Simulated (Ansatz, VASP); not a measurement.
## Two plane-wave programs on Na

```xyz
2
Lattice="4.0356 0.0000 0.0000 -2.0178 3.4950 0.0000 0.0000 0.0000 6.6000" Properties=species:S:1:pos:R:3 pbc="T T T"
Na    0.0000    2.3300    1.6500
Na    2.0178    1.1650    4.9500
```

Alike in both runs: task single point; functional PBEsol; k mesh 6 × 6 × 4; occupations gaussian, width 0.1 eV; no spin polarisation.

```csv
,VASP,Ansatz
version,VASP 6.6.1,Ansatz 0.2.0
potentials or method,"VASP PAW PBE potentials, release 64 (Na_pv), cutoff 520 eV","scalar-relativistic, plane waves, PAW"
valence electrons in the cell,14,18
```

|  | VASP | Ansatz | Ansatz less VASP |
| --- | --- | --- | --- |
| gap on the k mesh at the Fermi level (eV) | none | none | - |
| pressure (GPa) | -1.3 | -1.2 | +0.01 |
| traceless stress, the component that is largest in VASP (GPa) | -0.38 | -0.38 | +0.002 |

VASP's potentials were made for PBE, not for PBEsol. A gap of «none» marks a metal or a gap that the smearing closes. With one functional, cell and mesh, what is left measures potentials, basis and numerics. VASP's potentials hold 14 valence electrons a cell and Ansatz's 18, so a difference there can come from the potentials and not from the codes.
